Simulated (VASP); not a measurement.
# SiC4 (P4/mmm) in VASP: further runs

Runs on SiC4. Level: PBE. Tasks: single point, relaxation of cell and atoms.

All numbers are computed with VASP 6.6.1; they aren't measurements. Logs are shortened: lines on timing, memory, paths and dates and some standing lists are left out, and cuts for length are marked.

**1. The cell of the first run**

It takes space group P4/mmm (No. 123, tetragonal). Conventional cell: a = 3.142 Å, b = 3.142 Å, c = 3.970 Å, α = 90.00°, β = 90.00°, γ = 90.00°. Si (site symmetry 4/mmm) has 8 C at 2.02 Å within 2.7 Å. C (site symmetry 2mm) has 1 C at 1.42 Å within 1.9 Å.

**2. Single point, PBE**

INCAR

```
SYSTEM = SiC4
PREC     = Accurate       ! precision mode
ENCUT    = 520            ! plane-wave cutoff, eV
EDIFF    = 1E-6           ! SCF threshold, eV
ISMEAR   = 0              ! smearing method
SIGMA    = 0.1            ! smearing width, eV
LREAL    = .FALSE.        ! projectors in reciprocal space
LASPH    = .TRUE.         ! aspherical terms in the spheres
NELM     = 60             ! most SCF steps
ALGO     = Normal         ! electronic algorithm
ISIF     = 2              ! what is computed and relaxed
LWAVE    = .FALSE.        ! write WAVECAR
LCHARG   = .FALSE.        ! write CHGCAR
GGA      = PE             ! functional
NBANDS   = 18             ! bands
```

KPOINTS

```
regular mesh
0
G
  12 12 10
  0 0 0
```

POSCAR

```
SiC4
1.0
    3.1419841280      0.0000000000      0.0000000000
    0.0000000000      3.1419841280      0.0000000000
    0.0000000000      0.0000000000      3.9695711162
Si C
1 4
Direct
    0.5000000000      0.5000000000      0.0000000000
    0.0000000000      0.5000000000      0.6792562581
    0.5000000000      0.0000000000      0.6792562581
    0.0000000000      0.5000000000      0.3207437419
    0.5000000000      0.0000000000      0.3207437419
```

Potentials or basis: VASP PAW PBE potentials, release 64 (Si, C).

Command:

```bash
$ cat potpaw_PBE.64/Si/POTCAR potpaw_PBE.64/C/POTCAR > POTCAR
$ mpirun -np 1 vasp_std > vasp.out
```

OUTCAR:

```text
SYSTEM = SiC4
   PREC = Accurate
   ENCUT = 520
   EDIFF = 1E-6
   ISMEAR = 0
   LREAL = .FALSE.
   LASPH = .TRUE.
   NELM = 60
   ISIF = 2
   GGA = PE

 ion  position               nearest neighbor table
   1  0.500  0.500  0.000-   2 2.02   3 2.02   4 2.02   5 2.02   3 2.02   5 2.02   2 2.02   4 2.02

   2  0.000  0.500  0.679-   4 1.42   1 2.02   1 2.02
   3  0.500  0.000  0.679-   5 1.42   1 2.02   1 2.02
   4  0.000  0.500  0.321-   2 1.42   1 2.02   1 2.02
   5  0.500  0.000  0.321-   3 1.42   1 2.02   1 2.02

  LATTYP: Found a simple tetragonal cell.
 ALAT       =     3.1419841280
 C/A-ratio  =     1.2633962982

  Lattice vectors:

 A1 = (   3.1419841280,   0.0000000000,   0.0000000000)
 A2 = (   0.0000000000,   3.1419841280,   0.0000000000)
 A3 = (   0.0000000000,   0.0000000000,   3.9695711162)

Analysis of symmetry for initial positions (statically):
=====================================================================
 Subroutine PRICEL returns:
 Original cell was already a primitive cell.

 Routine SETGRP: Setting up the symmetry group for a
 simple tetragonal supercell.

 Subroutine GETGRP returns: Found 16 space group operations
 (whereof 16 operations were pure point group operations)
 out of a pool of 16 trial point group operations.

The static configuration has the point symmetry D_4h.

Analysis of symmetry for dynamics (positions and initial velocities):
=====================================================================
 Subroutine PRICEL returns:
 Original cell was already a primitive cell.

 Routine SETGRP: Setting up the symmetry group for a
 simple tetragonal supercell.

 Subroutine GETGRP returns: Found 16 space group operations
 (whereof 16 operations were pure point group operations)
 out of a pool of 16 trial point group operations.

The dynamic configuration has the point symmetry D_4h.

 Subroutine INISYM returns: Found 16 space group operations
 (whereof 16 operations are pure point group operations),
 and found     1 'primitive' translations

----------------------------------------------------------------------------------------

                                     Primitive cell

  volume of cell :      39.1879

  direct lattice vectors                    reciprocal lattice vectors
     3.141984128  0.000000000  0.000000000     0.318270226  0.000000000  0.000000000
[... 89 lines left out ...]
   LASPH  =      T    aspherical Exc in radial PAW
   ENCUT  =  520.0 eV  38.22 Ry    6.18 a.u.   5.84  5.84  7.38*2*pi/ulx,y,z
   NELM   =     60;   NELMIN=  2; NELMDL= -5     # of ELM steps
   EDIFF  = 0.1E-05   stopping-criterion for ELM
   LREAL  =      F    real-space projection
   EDIFFG = 0.1E-04   stopping-criterion for IOM
   NSW    =      0    number of steps for IOM
   IBRION =     -1    ionic relax: 0-MD 1-quasi-New 2-CG
   NFREE  =      0    steps in history (QN), initial steepest desc. (CG)
   ISIF   =      2    stress and relaxation
   ISYM   =      2    0-nonsym 1-usesym 2-fastsym
   POTIM  = 0.5000    time-step for ionic-motion
   TEBEG  =    0.0;   TEEND  =   0.0 temperature during run
   PSTRESS=    0.0 pullay stress
   NELECT =      20.0000    total number of electrons
   NUPDOWN=      -1.0000    fix difference up-down
   EMIN   =  10.00;   EMAX   =-10.00  energy-range for DOS
   EFERMI =   0.00;   METHOD = LEGACY
   ISMEAR =     0;   SIGMA  =   0.10  broadening in eV -4-tet -1-fermi 0-gaus
   EFERMI_NEDOS =   21; number of points for ismear=-14 and -15
   IALGO  =     38    algorithm
   IMIX   =      4    mixing-type and parameters
     AMIX     =   0.40;   BMIX     =  1.00
     AMIX_MAG =   1.60;   BMIX_MAG =  1.00
  volume/ion in A,a.u.               =       7.84        52.89
  Fermi-wavevector in a.u.,A,eV,Ry     =   1.308281  2.472292 23.287714  1.711599
  Thomas-Fermi vector in A             =   2.438958
   LORBIT       =      0    0 simple, 1 ext, 2 COOP (PROOUT), +10 PAW based schemes
   GGA     = PE    functional components
   LHFCALC =     F    Hartree Fock is set to
   AEXX    =    0.0000 exact exchange contribution
   IVDW    =     0    specifies the selected vdW correction
   LEPSILON=     F    determine dielectric tensor
   LRPA    =     F    only Hartree local field effects (RPA)
 non-spin polarized calculation
 Gauss-broadening in eV      SIGMA  =   0.10
  energy-cutoff  :      520.00
  volume of cell :       39.19
 maximum number of plane-waves:      1080
 NGX is ok and might be reduce to    24
   NGX = 11   NGY = 11   NGZ = 15

 number of electron      19.9999999 magnetization

 Free energy of the ion-electron system (eV)
  ---------------------------------------------------
  ext. energy  EPLUGINS =         0.00000000
  ---------------------------------------------------
  free energy    TOTEN  =       -33.21199709 eV

  energy without entropy =      -33.20513233  energy(sigma->0) =      -33.20856471

 E-fermi :   9.1460     XC(G=0): -12.2689

 val. band max:        9.1377192993   @ k =   0.2500   0.0000   0.4000
 cond. band min:       9.1461293398   @ k =   0.3333   0.0000   0.1000
 fundamental gap:      0.0084100406
 Fermi energy:         9.1459851308

 k-point     1 :       0.0000    0.0000    0.0000
  band No.  band energies     occupation
      1     -10.0162      2.00000
      2      -2.0416      2.00000
      3      -1.9021      2.00000
      4      -1.8410      2.00000
      5       2.1353      2.00000
      6       2.1353      2.00000
[... 481 lines left out ...]
      5       1.0005      2.00000
      6       1.8494      2.00000
[... 10 lines left out ...]
     17      21.3864      0.00000
     18      22.0652      0.00000

 [... further k-points ...]
[... 5 lines left out ...]
  --------------------------------------------------------------------------------------
  -------------------------------------------------------------------------------------
  Total       -0.0079471     -0.0079471      0.0891838      0.0000000      0.0000000      0.0000000
  in kB       -0.3249115     -0.3249115      3.6462388      0.0000000      0.0000000      0.0000000
  external PRESSURE =       0.9988053 kB  Pullay stress =       0.0000000 kB

 VOLUME and BASIS-vectors are now :
 -----------------------------------------------------------------------------
  energy-cutoff  :      520.00
  volume of cell :       39.19
      direct lattice vectors                 reciprocal lattice vectors
     3.141984128  0.000000000  0.000000000     0.318270226  0.000000000  0.000000000
     0.000000000  3.141984128  0.000000000     0.000000000  0.318270226  0.000000000
     0.000000000  0.000000000  3.969571116     0.000000000  0.000000000  0.251916384

 POSITION                                       TOTAL-FORCE (eV/Angst)
 -----------------------------------------------------------------------------------
      1.57099      1.57099      0.00000        -0.000000      0.000000      0.000000
      0.00000      1.57099      2.69636         0.000000      0.000000      0.067985
      1.57099      0.00000      2.69636        -0.000000      0.000000      0.067985
      0.00000      1.57099      1.27322        -0.000000      0.000000     -0.067985
      1.57099      0.00000      1.27322        -0.000000     -0.000000     -0.067985
 -----------------------------------------------------------------------------------
    total drift:                                0.000000      0.000000      0.000000

  FREE ENERGIE OF THE ION-ELECTRON SYSTEM (eV)
  ---------------------------------------------------
  free  energy   TOTEN  =       -33.2119970865 eV

  energy  without entropy=      -33.2051323290  energy(sigma->0) =      -33.20856471
```

stdout:

```text
POSCAR found type information on POSCAR SiC
 POSCAR found :  2 types and       5 ions
 scaLAPACK will be used
 LDA part: xc-table for (Slater+PW92), standard interpolation
 POSCAR, INCAR and KPOINTS ok, starting setup
 FFT: planning ... GRIDC
 FFT: planning ... GRID_SOFT
 FFT: planning ... GRID
 WAVECAR not read
 entering main loop
```

Wall time 29 s (1 thread of Intel Xeon 6975P-C (Granite Rapids), shared host); peak memory 0.2 GiB.

What came out:

```
Free energy            : -33.2120 eV
Pressure               : 0.1 GPa
Largest force          : 0.068 eV/Å
Band gap on the k mesh : zero (band 10 reaches 9.70 eV, above the bottom of band 11 at 8.23 eV)
```

Forces on the atoms (eV/Å):
```
Si   0.000  0.000  0.000
C    0.000  0.000  0.068
C    0.000  0.000  0.068
C    0.000  0.000 -0.068
C    0.000  0.000 -0.068
```

Stress tensor (GPa, compression positive):
```
-0.03  0.00  0.00
 0.00 -0.03  0.00
 0.00  0.00  0.36
```

Levels at points of the mesh, in eV from the Fermi level:
| k point | band 7 | band 8 | band 9 | band 10 | band 11 | band 12 | band 13 | band 14 |
| --- | --- | --- | --- | --- | --- | --- | --- | --- |
| (0.00, 0.00, 0.00) | -4.05 | -1.73 | -0.89 | -0.89 | 1.54 | 1.54 | 3.23 | 6.51 |
| (0.50, 0.00, 0.00) | -4.74 | -3.08 | -3.00 | -1.94 | 1.02 | 2.59 | 3.28 | 4.39 |
| (0.50, 0.50, 0.00) | -6.38 | -6.38 | -5.81 | -1.88 | 0.83 | 2.72 | 3.77 | 5.53 |
| (0.00, 0.00, 0.50) | -5.33 | -3.46 | -3.46 | 0.55 | 2.02 | 2.02 | 3.14 | 5.20 |
| (0.50, 0.00, 0.50) | -3.67 | -2.38 | -1.64 | -0.38 | -0.31 | -0.26 | 1.50 | 2.46 |
| (0.50, 0.50, 0.50) | -8.10 | -4.41 | -2.42 | -2.42 | 3.27 | 3.97 | 6.58 | 7.64 |

**3. Single point, PBE**

This run uses another cell than the first one, of 7.70 Å³/atom, 0.982 times its volume.

INCAR

```
SYSTEM = SiC4
PREC     = Accurate       ! precision mode
ENCUT    = 910            ! plane-wave cutoff, eV
EDIFF    = 1E-6           ! SCF threshold, eV
ISMEAR   = 0              ! smearing method
SIGMA    = 0.1            ! smearing width, eV
LREAL    = .False.        ! projectors in reciprocal space
LASPH    = .True.         ! aspherical terms in the spheres
NELM     = 120            ! most SCF steps
ALGO     = Normal         ! electronic algorithm
ISIF     = 2              ! what is computed and relaxed
LWAVE    = .False.        ! write WAVECAR
LCHARG   = .False.        ! write CHGCAR
GGA      = PE             ! functional
NBANDS   = 18             ! bands
GGA_COMPAT= .False.
```

KPOINTS

```
regular mesh
0
Gamma
  4 4 4
  0 0 0
```

POSCAR

```
SiC4
1.0
    3.1144100872      0.0000000000      0.0000000000
    0.0000000000      3.1144100872      0.0000000000
    0.0000000000      0.0000000000      3.9693814002
Si C
1 4
Direct
    0.5000000000      0.5000000000      1.1015551162
    0.0000000000      0.5000000000      0.7834826127
    0.5000000000      0.0000000000      0.7834826127
    0.0000000000      0.5000000000      0.4196666642
    0.5000000000      0.0000000000      0.4196666642
```

Potentials or basis: VASP PAW PBE potentials, release 64 (Si, C_h).

Command:

```bash
$ cat potpaw_PBE.64/Si/POTCAR potpaw_PBE.64/C_h/POTCAR > POTCAR
$ mpirun -np 1 vasp_std > vasp.out
```

It used 62 s of CPU time on 1 thread of AMD EPYC 7R13 Processor (Zen 3), with other jobs on the host.

Results (log left out):

- Free energy: -33.1048 eV
- Pressure: -0.5 GPa
- Largest force: 0.034 eV/Å
- Band gap on the k mesh: zero (band 10 reaches 10.73 eV, above the bottom of band 11 at 9.68 eV)

Forces on the atoms (eV/Å):
```
Si   0.000  0.000  0.002
C    0.000  0.000  0.033
C    0.000  0.000  0.033
C    0.000  0.000 -0.034
C    0.000  0.000 -0.034
```

Stress tensor (GPa, compression positive):
```
-0.40  0.00  0.00
 0.00 -0.40  0.00
 0.00  0.00 -0.76
```

Levels at points of the mesh, in eV from the Fermi level:
```
           k point  band 8  band 9  band 10  band 11  band 12  band 13
(0.00, 0.00, 0.00)   -1.65   -1.10    -1.10     1.76     1.76     3.31
(0.50, 0.00, 0.00)   -3.03   -2.93    -1.80     0.85     2.61     3.16
(0.50, 0.50, 0.00)   -6.49   -6.07    -2.13     0.95     2.96     4.08
(0.00, 0.00, 0.50)   -3.62   -3.62     0.64     2.26     2.26     2.91
(0.50, 0.00, 0.50)   -2.28   -1.74    -0.28    -0.28    -0.24     1.37
(0.50, 0.50, 0.50)   -4.66   -2.43    -2.43     3.54     4.30     6.59
```

Caveat: the k points lie up to 0.50 Å⁻¹ apart; the cutoff is under 1.25 times the usual one of these potentials, so pressure, stress and relaxed cells hold a basis-set (Pulay) error.

**4. Relaxation of cell and atoms, PBE**

This run uses another cell than the first one, of 7.91 Å³/atom, 1.010 times its volume.

INCAR

```
ALGO = Normal
EDIFF = 1E-6
EDIFFG = -0.01
ENCUT = 600
GGA = PE
IBRION = 2
ISIF = 3
ISMEAR = 0
LASPH = True
LCHARG = False
LREAL = False
LWAVE = False
NELM = 60
NSW = 100
PREC = Accurate
SIGMA = 0.1
```

KPOINTS

```
k-points
0
Gamma
  12 12 10
```

POSCAR

```
SiC4
1.0
    3.1623547375      0.0000000000      0.0000000000
    0.0000000000      3.1623547375      0.0000000000
    0.0000000000      0.0000000000      3.9562623229
Si C
1 4
Direct
    0.5000000000      0.5000000000      0.0000000000
    0.0000000000      0.5000000000      0.6794483369
    0.5000000000      0.0000000000      0.6794483369
    0.0000000000      0.5000000000      0.3205516631
    0.5000000000      0.0000000000      0.3205516631
```

Potentials or basis: VASP PAW PBE potentials, release 64 (Si, C).

Command:

```bash
$ cat potpaw_PBE.64/Si/POTCAR potpaw_PBE.64/C/POTCAR > POTCAR
$ mpirun -np 1 vasp_std > vasp.out
```

It took 3.6 min on 1 thread of Intel Xeon Platinum 8259CL at 2.50GHz (Skylake/Cascade Lake), shared host; peak memory 0.23 GiB.

Results (log left out):

```yaml
Free_energy: -33.2169 eV
Relaxed_volume: 7.82 Å³/atom
Relaxed_cell: a = 3.140 Å, b = 3.140 Å, c = 3.967 Å, α = 90.00°, β = 90.00°, γ = 90.00°
Space_group_after_relaxing_to_0.05_Å: P4/mmm (No. 123)
Energy_gained_by_relaxing: 1.1 meV/atom
Ionic_steps: 5
Pressure_after_relaxing: 0.1 GPa
Largest_force_after_relaxing: 0.009 eV/Å
Band_gap_on_the_k_mesh: zero (band 10 reaches 9.74 eV, above the bottom of band 11 at 8.26 eV)
```

Forces in eV/Å, atoms in the order of the input:
```
Si   0.000  0.000  0.000
C    0.000  0.000 -0.009
C    0.000  0.000 -0.009
C    0.000  0.000  0.009
C    0.000  0.000  0.009
```

Stress tensor (GPa, compression positive):
```
0.04 0.00 0.00
0.00 0.04 0.00
0.00 0.00 0.14
```

The path:
```tsv
step	energy change (eV)	largest force (eV/Å)	pressure (GPa)	volume (Å³)
1	0.0000	0.0974	-1.05	39.56
2	-0.0015	0.3125	-1.85	39.27
3	-0.0034	0.1502	-1.50	39.40
4	-0.0043	0.0969	1.23	38.90
5	-0.0053	0.0088	0.07	39.10
```

Final structure:
```
CELL_PARAMETERS angstrom
3.13981 0.00000 0.00000
0.00000 3.13981 0.00000
0.00000 0.00000 3.96662
ATOMIC_POSITIONS crystal
Si 0.50000 0.50000 0.00000
C 0.00000 0.50000 0.67965
C 0.50000 0.00000 0.67965
C 0.00000 0.50000 0.32035
C 0.50000 0.00000 0.32035
```

Levels at points of the mesh, in eV from the Fermi level:
```
           k point  band 6  band 7  band 8  band 9  band 10  band 11  band 12  band 13  band 14
(0.00, 0.00, 0.00)   -7.02   -4.07   -1.72   -0.92    -0.92     1.56     1.56     3.22     6.53
(0.50, 0.00, 0.00)   -7.66   -4.75   -3.09   -3.00    -1.94     1.00     2.58     3.27     4.38
(0.50, 0.50, 0.00)   -7.50   -6.39   -6.39   -5.84    -1.90     0.85     2.73     3.79     5.53
(0.00, 0.00, 0.50)   -5.63   -5.33   -3.49   -3.49     0.56     2.04     2.04     3.14     5.20
(0.50, 0.00, 0.50)   -3.80   -3.67   -2.38   -1.66    -0.37    -0.30    -0.27     1.48     2.43
(0.50, 0.50, 0.50)   -9.41   -8.11   -4.44   -2.41    -2.41     3.29     4.00     6.57     7.66
```

**5. Single point, PBE**

INCAR

```
SYSTEM = SiC4
PREC     = Accurate       ! precision mode
ENCUT    = 910            ! plane-wave cutoff, eV
EDIFF    = 1E-6           ! SCF threshold, eV
ISMEAR   = 0              ! smearing method
SIGMA    = 0.1            ! smearing width, eV
LREAL    = .FALSE.        ! projectors in reciprocal space
LASPH    = .TRUE.         ! aspherical terms in the spheres
NELM     = 120            ! most SCF steps
ALGO     = Normal         ! electronic algorithm
ISIF     = 2              ! what is computed and relaxed
LWAVE    = .FALSE.        ! write WAVECAR
LCHARG   = .FALSE.        ! write CHGCAR
GGA      = PE             ! functional
NBANDS   = 18             ! bands
GGA_COMPAT= .FALSE.
```

KPOINTS

```
regular mesh
0
G
  12 12 10
  0 0 0
```

POSCAR

```
SiC4
1.0
    3.1419841280      0.0000000000      0.0000000000
    0.0000000000      3.1419841280      0.0000000000
    0.0000000000      0.0000000000      3.9695711162
Si C
1 4
Direct
    0.5000000000      0.5000000000      0.0000000000
    0.0000000000      0.5000000000      0.6792562581
    0.5000000000      0.0000000000      0.6792562581
    0.0000000000      0.5000000000      0.3207437419
    0.5000000000      0.0000000000      0.3207437419
```

Potentials or basis: VASP PAW PBE potentials, release 64 (Si, C_h).

Command:

```bash
$ cat potpaw_PBE.64/Si/POTCAR potpaw_PBE.64/C_h/POTCAR > POTCAR
$ mpirun -np 1 vasp_std > vasp.out
```

Wall time 88 s (1 thread of Intel Xeon 6975P-C (Granite Rapids), shared host); peak memory 0.34 GiB.

The run converged. Its results:

```
Free energy            : -33.2534 eV
Pressure               : -0.4 GPa
Largest force          : 0.006 eV/Å
Band gap on the k mesh : zero (band 10 reaches 10.40 eV, above the bottom of band 11 at 8.94 eV)
```

Forces in eV/Å, atoms in the order of the input:
```
Si   0.000  0.000  0.000
C    0.000  0.000  0.006
C    0.000  0.000  0.006
C    0.000  0.000 -0.006
C    0.000  0.000 -0.006
```

Stress tensor (GPa, compression positive):
```
-0.26  0.00  0.00
 0.00 -0.26  0.00
 0.00  0.00 -0.58
```

Levels at points of the mesh, in eV from the Fermi level:
```csv
k point,band 8,band 9,band 10,band 11,band 12,band 13
"(0.00, 0.00, 0.00)",-1.73,-0.89,-0.89,1.55,1.55,3.23
"(0.50, 0.00, 0.00)",-3.08,-3.00,-1.94,1.02,2.59,3.28
"(0.50, 0.50, 0.00)",-6.38,-5.81,-1.88,0.83,2.72,3.77
"(0.00, 0.00, 0.50)",-3.46,-3.46,0.55,2.02,2.02,3.15
"(0.50, 0.00, 0.50)",-2.38,-1.64,-0.38,-0.31,-0.26,1.50
"(0.50, 0.50, 0.50)",-4.41,-2.42,-2.42,3.27,3.97,6.58
```

Caveat: the cutoff is under 1.25 times the usual one of these potentials, so pressure, stress and relaxed cells hold a basis-set (Pulay) error.

**6. Overview**

```tsv
task	potentials or basis	cell	k mesh	cutoff (eV)	second run	gap on the mesh (eV)	pressure (GPa)	largest force (eV/Å)
single point	VASP PAW PBE potentials, release 64 (Si, C)	a = 3.142, b = 3.142, c = 3.970 Å, 5 atoms	12 × 12 × 10	520	-	none	0.1	0.07
single point	VASP PAW PBE potentials, release 64 (Si, C_h)	a = 3.114, b = 3.114, c = 3.969 Å, 5 atoms	4 × 4 × 4	910	hard_potentials	none	-0.5	0.03
relaxation of cell and atoms	VASP PAW PBE potentials, release 64 (Si, C)	relaxed from a = 3.162, b = 3.162, c = 3.956 Å, 5 atoms	12 × 12 × 10	600	-	none	0.1	0.01
single point	VASP PAW PBE potentials, release 64 (Si, C_h)	a = 3.142, b = 3.142, c = 3.970 Å, 5 atoms	12 × 12 × 10	910	hard_potentials	none	-0.4	0.01
```

Alike in all rows: level PBE; no spin polarisation; smearing gaussian 0.1 eV.

Caveats: some runs use coarse meshes; the cutoff is under 1.25 times the usual one of these potentials, so pressure, stress and relaxed cells hold a basis-set (Pulay) error (some runs).

Absolute energies hang on the potentials; compare differences alone.
